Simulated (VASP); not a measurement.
# FeO (Fm-3m) in VASP: single point with PBE

Aim: the single point of FeO with PBE.

All numbers are computed with VASP 6.6.1; they aren't measurements. Logs are shortened: lines on timing, memory, paths and dates and some standing lists are left out, and cuts for length are marked.

**The experiment to reproduce.**

“W\"ustite: Electric, thermodynamic and optical properties of FeO”, 2012, arxiv:1203.1201 quotes, for a bulk crystal of FeO: band gap 2.4 eV (optical).

The results are compared with them further down.

## 1. The cell of the first run

Symmetry: Fm-3m, No. 225, cubic system. Conventional cell: a = 4.309 Å, b = 4.309 Å, c = 4.309 Å, α = 90.00°, β = 90.00°, γ = 90.00°. Within 2.9 Å of Fe (site symmetry m-3m) lie 6 O at 2.15 Å. O (site symmetry m-3m) has 6 Fe at 2.15 Å within 2.9 Å.

## 2. Single point, PBE, collinear spin, ferromagnetic start

Contents of INCAR:

```
SYSTEM = FeO
PREC = Accurate
ENCUT = 520
EDIFF = 1E-6
ISMEAR = 0
SIGMA = 0.05
LREAL = .FALSE.
LASPH = .TRUE.
NELM = 150
ALGO = Normal
ISIF = 2
LWAVE = .FALSE.
LCHARG = .FALSE.
ISPIN = 2
MAGMOM = 4 4 0 0
LORBIT = 11
LMAXMIX = 4
GGA = PE
NBANDS = 26
```

Contents of KPOINTS:

```
regular mesh
0
G
  8 8 6
  0 0 0
```

Contents of POSCAR:

```
FeO
1.0
    0.0000000000      2.1542611165     -2.1542611165
    0.0000000000      2.1542611165      2.1542611165
    4.3085222330      0.0000000000      0.0000000000
Fe O
2 2
Direct
    0.0000000000      0.0000000000      0.0000000000
    0.5000000000      0.5000000000      0.5000000000
    0.0000000000      1.0000000000      0.5000000000
    0.5000000000      1.5000000000      1.0000000000
```

Potentials or basis: VASP PAW PBE potentials, release 64 (Fe, O).

The run is started by

```sh
cat potpaw_PBE.64/Fe/POTCAR potpaw_PBE.64/O/POTCAR > POTCAR
mpirun -np 1 vasp_std > vasp.out
```

OUTCAR:

```text
SYSTEM = FeO
   PREC = Accurate
   ENCUT = 520
   EDIFF = 1E-6
   ISMEAR = 0
   LREAL = .FALSE.
   LASPH = .TRUE.
   NELM = 150
   ISIF = 2
   ISPIN = 2
   LORBIT = 11
   GGA = PE

 ion  position               nearest neighbor table
   1  0.000  0.000  0.000-   3 2.15   4 2.15   3 2.15   4 2.15   4 2.15   4 2.15   2 3.05   2 3.05
                             2 3.05   2 3.05   2 3.05   2 3.05   2 3.05   2 3.05
   2  0.500  0.500  0.500-   3 2.15   4 2.15   4 2.15   3 2.15   3 2.15   3 2.15   1 3.05   1 3.05
                             1 3.05   1 3.05   1 3.05   1 3.05   1 3.05   1 3.05
   3  0.000  0.000  0.500-   1 2.15   2 2.15   1 2.15   2 2.15   2 2.15   2 2.15
   4  0.500  0.500  0.000-   1 2.15   2 2.15   2 2.15   1 2.15   1 2.15   1 2.15

  LATTYP: Found a simple tetragonal cell.
 ALAT       =     3.0465852878
 C/A-ratio  =     1.4142135624

  Lattice vectors:

 A1 = (   0.0000000000,   2.1542611165,  -2.1542611165)
 A2 = (   0.0000000000,   2.1542611165,   2.1542611165)
 A3 = (   4.3085222330,   0.0000000000,   0.0000000000)

Analysis of symmetry for initial positions (statically):
=====================================================================
 Subroutine PRICEL returns following result:

  LATTYP: Found a face centered cubic cell.
 ALAT       =     4.3085222330

  Lattice vectors:

 A1 = (  -2.1542611165,  -2.1542611165,   0.0000000000)
 A2 = (  -2.1542611165,   0.0000000000,  -2.1542611165)
 A3 = (  -0.0000000000,  -2.1542611165,  -2.1542611165)

   2 primitive cells build up your supercell.

 Routine SETGRP: Setting up the symmetry group for a
 simple tetragonal supercell.

 Subroutine GETGRP returns: Found 16 space group operations
 (whereof 16 operations were pure point group operations)
 out of a pool of 16 trial point group operations.

The static configuration has the point symmetry D_4h.

Analysis of symmetry for dynamics (positions and initial velocities):
=====================================================================
 Subroutine PRICEL returns following result:

  LATTYP: Found a face centered cubic cell.
 ALAT       =     4.3085222330

  Lattice vectors:

 A1 = (  -2.1542611165,  -2.1542611165,   0.0000000000)
 A2 = (  -2.1542611165,   0.0000000000,  -2.1542611165)
 A3 = (  -0.0000000000,  -2.1542611165,  -2.1542611165)

   2 primitive cells build up your supercell.

 Routine SETGRP: Setting up the symmetry group for a
 simple tetragonal supercell.

 Subroutine GETGRP returns: Found 16 space group operations
 (whereof 16 operations were pure point group operations)
 out of a pool of 16 trial point group operations.

The dynamic configuration has the point symmetry D_4h.

Analysis of structural, dynamic, and magnetic symmetry:
=====================================================================
 Subroutine PRICEL returns following result:

  LATTYP: Found a face centered cubic cell.
 ALAT       =     4.3085222330

  Lattice vectors:

 A1 = (  -2.1542611165,  -2.1542611165,   0.0000000000)
 A2 = (  -2.1542611165,   0.0000000000,  -2.1542611165)
 A3 = (  -0.0000000000,  -2.1542611165,  -2.1542611165)

   2 primitive cells build up your supercell.

 Routine SETGRP: Setting up the symmetry group for a
 simple tetragonal supercell.

 Subroutine GETGRP returns: Found 16 space group operations
 (whereof 16 operations were pure point group operations)
 out of a pool of 16 trial point group operations.

The overall configuration has the point symmetry D_4h.

 Subroutine INISYM returns: Found 16 space group operations
 (whereof 16 operations are pure point group operations),
 and found     2 'primitive' translations

----------------------------------------------------------------------------------------

                                     Primitive cell

  volume of cell :      19.9952

  direct lattice vectors                    reciprocal lattice vectors
    -2.154261117 -2.154261116  0.000000000    -0.232098141 -0.232098141  0.232098141
    -2.154261117  0.000000000 -2.154261116    -0.232098141  0.232098141 -0.232098141
    -0.000000000 -2.154261116 -2.154261116     0.232098141 -0.232098141 -0.232098141

  length of vectors
     3.046585288  3.046585288  3.046585288     0.402005772  0.402005772  0.402005772

  position of ions in fractional coordinates (direct lattice)
     0.000000000  0.000000000  0.000000000
     0.500000000  0.500000000  0.500000000

  ion indices of the primitive-cell ions
   primitive index   ion index
                 1           1
                 2           3

----------------------------------------------------------------------------------------

 KPOINTS: regular mesh

Automatic generation of k-mesh.
 Grid dimensions read from file:
 generate k-points for:    8    8    6

 Generating k-lattice:

  Cartesian coordinates                     Fractional coordinates (reciprocal lattice)
     0.000000000  0.029012268 -0.029012268     0.125000000  0.000000000  0.000000000
     0.000000000  0.029012268  0.029012268     0.000000000  0.125000000  0.000000000
     0.038683023  0.000000000  0.000000000     0.000000000  0.000000000  0.166666667

  Length of vectors
     0.041029542  0.041029542  0.038683023

  Shift w.r.t. Gamma in fractional coordinates (k-lattice)
     0.000000000  0.000000000  0.000000000

 Subroutine IBZKPT returns following result:
 ===========================================

 Found     60 irreducible k-points:

 Following reciprocal coordinates:
            Coordinates               Weight
  0.000000  0.000000  0.000000      1.000000
  0.125000  0.000000  0.000000      4.000000
  0.250000  0.000000  0.000000      4.000000
  0.375000  0.000000  0.000000      4.000000
  0.500000  0.000000  0.000000      2.000000
  0.125000  0.125000  0.000000      4.000000
[... 16 lines left out ...]
  0.375000  0.125000  0.166667     16.000000
  0.500000  0.125000  0.166667      8.000000
 [... further k-points ...]
   k-points           NKPTS =     60   k-points in BZ     NKDIM =     60   number of bands    NBANDS=     26
   number of dos      NEDOS =    301   number of ions     NIONS =      4
   total plane-waves  NPLWV =  18432
   dimension x,y,z NGX =    24 NGY =   24 NGZ =   32
   dimension x,y,z NGXF=    48 NGYF=   48 NGZF=   64
   ions per type =               2   2
   NGX,Y,Z   is equivalent  to a cutoff of  13.10, 13.10, 12.35 a.u.
   NGXF,Y,Z  is equivalent  to a cutoff of  26.19, 26.19, 24.69 a.u.
 SYSTEM =  FeO
   PREC   = accura    normal or accurate (medium, high low for compatibility)
   ISTART =      0    job   : 0-new  1-cont  2-samecut
   ICHARG =      2    charge: 1-file 2-atom 10-const
   ISPIN  =      2    spin polarized calculation?
   LNONCOLLINEAR =      F non collinear calculations
   LSORBIT =      F    spin-orbit coupling
   LASPH  =      T    aspherical Exc in radial PAW
   ENCUT  =  520.0 eV  38.22 Ry    6.18 a.u.   5.66  5.66  8.01*2*pi/ulx,y,z
   NELM   =    150;   NELMIN=  2; NELMDL= -5     # of ELM steps
   EDIFF  = 0.1E-05   stopping-criterion for ELM
   LREAL  =      F    real-space projection
   EDIFFG = 0.1E-04   stopping-criterion for IOM
   NSW    =      0    number of steps for IOM
   IBRION =     -1    ionic relax: 0-MD 1-quasi-New 2-CG
   NFREE  =      0    steps in history (QN), initial steepest desc. (CG)
   ISIF   =      2    stress and relaxation
   ISYM   =      2    0-nonsym 1-usesym 2-fastsym
   POTIM  = 0.5000    time-step for ionic-motion
   TEBEG  =    0.0;   TEEND  =   0.0 temperature during run
   PSTRESS=    0.0 pullay stress
   NELECT =      28.0000    total number of electrons
   NUPDOWN=      -1.0000    fix difference up-down
   EMIN   =  10.00;   EMAX   =-10.00  energy-range for DOS
   EFERMI =   0.00;   METHOD = LEGACY
   ISMEAR =     0;   SIGMA  =   0.05  broadening in eV -4-tet -1-fermi 0-gaus
   EFERMI_NEDOS =   21; number of points for ismear=-14 and -15
   IALGO  =     38    algorithm
   IMIX   =      4    mixing-type and parameters
     AMIX     =   0.40;   BMIX     =  1.00
     AMIX_MAG =   1.60;   BMIX_MAG =  1.00
  volume/ion in A,a.u.               =      10.00        67.47
  Fermi-wavevector in a.u.,A,eV,Ry     =   1.453703  2.747101 28.752564  2.113254
  Thomas-Fermi vector in A             =   2.570939
   LORBIT       =     11    0 simple, 1 ext, 2 COOP (PROOUT), +10 PAW based schemes
   GGA     = PE    functional components
   LHFCALC =     F    Hartree Fock is set to
   AEXX    =    0.0000 exact exchange contribution
   IVDW    =     0    specifies the selected vdW correction
   LEPSILON=     F    determine dielectric tensor
   LRPA    =     F    only Hartree local field effects (RPA)
 spin polarized calculation
 Gauss-broadening in eV      SIGMA  =   0.05
  energy-cutoff  :      520.00
  volume of cell :       39.99
 maximum number of plane-waves:      1095
 NGX is ok and might be reduce to    24
   NGX = 11   NGY = 11   NGZ = 17

 number of electron      27.9999990 magnetization       7.9989113

 Free energy of the ion-electron system (eV)
  ---------------------------------------------------
  ext. energy  EPLUGINS =         0.00000000
  ---------------------------------------------------
  free energy    TOTEN  =       -29.85673329 eV

  energy without entropy =      -29.85160385  energy(sigma->0) =      -29.85416857

 E-fermi :   6.2257     XC(G=0): -12.1726

 val. band max:        6.2236278123   @ k =   0.3750   0.3750   0.5000
 cond. band min:       6.2269980802   @ k =   0.2500   0.2500   0.1667
 fundamental gap:      0.0033702679
 Fermi energy:         6.2256967347

 spin component 1

 k-point     1 :       0.0000    0.0000    0.0000
  band No.  band energies     occupation
      1     -14.5136      1.00000
      2     -13.3741      1.00000
      3      -1.1374      1.00000
      4       1.2557      1.00000
      5       1.2557      1.00000
      6       1.4233      1.00000
[... 18 lines left out ...]
     25      21.6915      0.00000
     26      23.2622      0.00000

 k-point     2 :       0.1250    0.0000    0.0000
  band No.  band energies     occupation
      1     -14.4114      1.00000
      2     -13.3441      1.00000
      3      -1.0740      1.00000
      4       0.3327      1.00000
      5       0.8202      1.00000
      6       1.2690      1.00000
[... 18 lines left out ...]
     25      21.4527      0.00000
[... 608 lines left out ...]
     25      19.2958      0.00000
     26      20.2336      0.00000

 k-point    24 :       0.5000    0.1250    0.1667
  band No.  band energies     occupation
      1     -13.4210      1.00000
      2     -13.4210      1.00000
      3      -1.7414      1.00000
      4      -1.7414      1.00000
      5      -0.3159      1.00000
      6      -0.3159      1.00000
[... 18 lines left out ...]
     25      19.6707      0.00000
     26      19.6707      0.00000

 [... further k-points ...]

 spin component 2

 k-point     1 :       0.0000    0.0000    0.0000
  band No.  band energies     occupation
      1     -13.9817      1.00000
      2     -12.7822      1.00000
      3      -0.6617      1.00000
      4       1.8007      1.00000
      5       1.8007      1.00000
      6       2.9765      1.00000
[... 18 lines left out ...]
     25      21.9171      0.00000
     26      24.1535      0.00000

 k-point     2 :       0.1250    0.0000    0.0000
  band No.  band energies     occupation
      1     -13.8781      1.00000
      2     -12.7547      1.00000
      3      -0.5660      1.00000
      4       1.1689      1.00000
      5       1.6589      1.00000
      6       2.1793      1.00000
[... 18 lines left out ...]
     25      22.4309      0.00000
[... 608 lines left out ...]
     25      20.2663      0.00000
     26      21.1894      0.00000

 k-point    24 :       0.5000    0.1250    0.1667
  band No.  band energies     occupation
      1     -12.8614      1.00000
      2     -12.8614      1.00000
      3      -0.9698      1.00000
      4      -0.9698      1.00000
      5       0.8571      1.00000
      6       0.8572      1.00000
[... 18 lines left out ...]
     25      20.6434      0.00000
     26      20.6434      0.00000

 [... further k-points ...]

------------------------ aborting loop because EDIFF is reached ----------------------------------------

  FORCE on cell =-STRESS in cart. coord.  units (eV):
  Direction    XX          YY          ZZ          XY          YZ          ZX
  --------------------------------------------------------------------------------------
  -------------------------------------------------------------------------------------
  Total        0.0543508      0.0114208      0.0114208      0.0000000      0.0000000      0.0000000
  in kB        2.1775164      0.4575659      0.4575659      0.0000000      0.0000000      0.0000000
  external PRESSURE =       1.0308828 kB  Pullay stress =       0.0000000 kB

 VOLUME and BASIS-vectors are now :
 -----------------------------------------------------------------------------
  energy-cutoff  :      520.00
  volume of cell :       39.99
      direct lattice vectors                 reciprocal lattice vectors
     0.000000000  2.154261116 -2.154261116     0.000000000  0.232098141 -0.232098141
     0.000000000  2.154261116  2.154261116     0.000000000  0.232098141  0.232098141
     4.308522233  0.000000000  0.000000000     0.232098141  0.000000000  0.000000000

 POSITION                                       TOTAL-FORCE (eV/Angst)
 -----------------------------------------------------------------------------------
      0.00000      0.00000      0.00000         0.000000      0.000000      0.000000
      2.15426      2.15426      0.00000         0.000000      0.000000     -0.000000
      2.15426      0.00000      0.00000        -0.000000      0.000000      0.000000
      0.00000      2.15426      0.00000        -0.000000     -0.000000     -0.000000
 -----------------------------------------------------------------------------------
    total drift:                               -0.000000     -0.000000     -0.000000

  FREE ENERGIE OF THE ION-ELECTRON SYSTEM (eV)
  ---------------------------------------------------
  free  energy   TOTEN  =       -29.8567332921 eV

  energy  without entropy=      -29.8516038534  energy(sigma->0) =      -29.85416857

 total charge

# of ion       s       p       d       tot
------------------------------------------
    1        0.288   0.359   6.086   6.734
    2        0.288   0.359   6.086   6.734
    3        1.556   3.439   0.000   4.995
    4        1.556   3.439   0.000   4.995
--------------------------------------------------
tot          3.688   7.596  12.173  23.457

 magnetization (x)

# of ion       s       p       d       tot
------------------------------------------
    1        0.027   0.021   3.571   3.619
    2        0.027   0.021   3.571   3.619
    3        0.030   0.271   0.000   0.301
    4        0.030   0.271   0.000   0.301
--------------------------------------------------
tot          0.114   0.585   7.142   7.840
```

Wall time 1.8 min (1 thread of Intel Xeon Platinum 8259CL at 2.50GHz (Skylake/Cascade Lake), shared host); peak memory 0.22 GiB.

Results:

* Free energy: -29.8567 eV
* Pressure: 0.1 GPa
* Band gap on the k mesh: zero (filled and empty bands overlap)
* Net moment: 8.00 μB per cell
* Site moments: Fe +3.62; O +0.30 μB
* Valence electrons inside the program's atomic spheres: Fe 6.73; O 5.00

Stress tensor (GPa, compression positive):
```
0.22 0.00 0.00
0.00 0.05 0.00
0.00 0.00 0.05
```

Caveat: semilocal functionals often make such compounds metallic where correlation or magnetic order opens a gap, which also shifts bond lengths; the run started ferromagnetic, and an antiferromagnetic order may lie lower in energy.

## 3. Against experiment

Step 2. Against the measured gap of FeO, 2.4 eV (optical; quoted in “W\"ustite: Electric, thermodynamic and optical properties of FeO”, 2012, arxiv:1203.1201), the calculated 0.00 eV is off by -2.40 eV. So large a miss can be the level of theory's own, or it may mean another phase, state or a wrong row. The value is that of PBE on a finite k mesh, which can miss the band edges, without temperature or zero-point motion. Semilocal functionals fall short of measured gaps as a rule. The run's magnetic order (collinear spin, ferromagnetic start) needn't be the measured crystal's.
